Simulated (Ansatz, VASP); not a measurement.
Si: VASP beside Ansatz

File INCAR:

```
SYSTEM = Si
ALGO     = Normal         ! electronic algorithm
EDIFF    = 1E-6           ! SCF threshold, eV
ENCUT    = 520            ! plane-wave cutoff, eV
ISIF     = 2              ! what is computed and relaxed
ISMEAR   = 0              ! smearing method
LASPH    = .True.         ! aspherical terms in the spheres
LCHARG   = .False.        ! write CHGCAR
LREAL    = .False.        ! projectors in reciprocal space
LWAVE    = .False.        ! write WAVECAR
NBANDS   = 11             ! bands
NELM     = 80             ! most SCF steps
PREC     = Accurate       ! precision mode
SIGMA    = 0.01           ! smearing width, eV
```

The input KPOINTS:

```
k-points
0
Gamma
  8 8 8
  0 0 0
```

File POSCAR:

```
Si
1.0
    0.0000000000      2.7769270000      2.7769270000
    2.7769270000      0.0000000000      2.7769270000
    2.7769270000      2.7769270000      0.0000000000
Si
2
Direct
    0.0000000000      0.0000000000      0.0000000000
    0.2500000000      0.2500000000      0.2500000000
```

Input for Ansatz:

```yaml
crystal:
  atoms:
  - position: [0.0, 0.0, 0.0]
    symbol: Si
  - position: [0.25, 0.25, 0.25]
    symbol: Si
  lattice:
  - [0.0, 2.776927, 2.776927]
  - [2.776927, 0.0, 2.776927]
  - [2.776927, 2.776927, 0.0]
hamiltonian:
  dispersion: none
  pseudopotentials:
    kind: all_electron
    lapw: {}
    relativity: scalar
  xc: lda
kpoints:
  mp_grid:
    grid: [8, 8, 8]
    shift: [0, 0, 0]
magnetization: {spin_polarized: false}
output: {forces: true, stress: true}
scf:
  occupations: {method: fixed}
```

Alike in both runs: task single point; functional LDA; k mesh 8 × 8 × 8; no spin polarisation.

|  | VASP | Ansatz |
| --- | --- | --- |
| version | VASP 6.6.1 | Ansatz 0.2 development build |
| potentials or method | VASP PAW LDA potentials, release 64 (Si), cutoff 520 eV | all-electron full-potential LAPW, scalar-relativistic |
| occupations | gaussian, width 0.01 eV | fixed |

|  | VASP | Ansatz | Ansatz less VASP |
| --- | --- | --- | --- |
| gap on the k mesh at the Fermi level (eV) | 0.61 | 0.61 | +0.003 |
| pressure (GPa) | -6.7 | -6.7 | -0.05 |

LDA's correlation is that of Perdew and Zunger in VASP and of Perdew and Wang (1992) in Ansatz. Ansatz ran all-electron here, and VASP with PAW potentials.
